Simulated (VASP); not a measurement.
The system is CrO2.

```
CELL_PARAMETERS angstrom
2.96688 0.00000 0.00000
-1.48344 2.56940 0.00000
0.00000 0.00000 3.29508
ATOMIC_POSITIONS crystal
Cr 0.00000 0.00000 0.00000
O 0.33333 0.66667 0.50000
O 0.66667 0.33333 0.50000
```

The cell was generated, and may not be a known phase.

```yaml
Program: VASP 6.6.1
Task: relaxation of cell and atoms
Functional: PBE
Potentials_or_basis: VASP PAW PBE potentials, release 64 (Cr_pv, O)
Cutoff: 600 eV
k_mesh: 6 × 6 × 6
Occupations: gaussian, width 0.1 eV
Spin: collinear spin, ferromagnetic start
Starting_moments: "[3.0, 0.0, 0.0] μB"
```

At the start: pressure 63.6 GPa; volume 8.37 Å³/atom.

Problem. How do energy, volume and symmetry change on relaxing?

Solution. Over 12 steps the energy falls by 1142.3 meV/atom and the volume is 9.28 Å³/atom (+10.8 %); space group P6/mmm (No. 191, to 0.1 Å) before and after; moment 2.83 μB per cell.

Step by step:
| step | energy change (eV) | largest force (eV/Å) | pressure (GPa) | volume (Å³) |
| --- | --- | --- | --- | --- |
| 1 | 0.0000 | 0.0000 | 63.61 | 25.12 |
| 2 | -0.5430 | 0.0000 | -35.42 | 38.19 |
| 3 | -2.4532 | 0.0000 | 3.13 | 30.79 |
| 4 | -2.7038 | 0.0000 | -13.64 | 33.99 |
| 5 | -2.7051 | 0.0000 | -12.43 | 33.69 |
| 6 | -3.2655 | 0.0000 | -11.59 | 30.86 |
| 7 | -3.3677 | 0.0000 | -9.60 | 29.72 |
| 8 | -3.3784 | 0.0000 | -8.32 | 29.25 |
| 9 | -3.4081 | 0.0000 | 6.32 | 26.89 |
| 10 | -3.4263 | 0.0000 | 0.30 | 27.75 |
| 11 | -3.4263 | 0.0000 | -0.02 | 27.78 |
| 12 | -3.4269 | 0.0000 | -0.06 | 27.84 |

Final structure:
```
Cr O
1.0
     3.47304    0.00000    0.00000
    -1.73652    3.00774    0.00000
     0.00000    0.00000    2.66551
Cr O
1 2
Direct
  0.00000 0.00000 0.00000
  0.33333 0.66667 0.50000
  0.66667 0.33333 0.50000
```

Caveat: the k points lie up to 0.39 Å⁻¹ apart in the final cell; a cell axis changed by over 15 % at a fixed basis, so the end point is rough; a cell with one magnetic atom can't hold antiferromagnetic order, which such compounds often take.
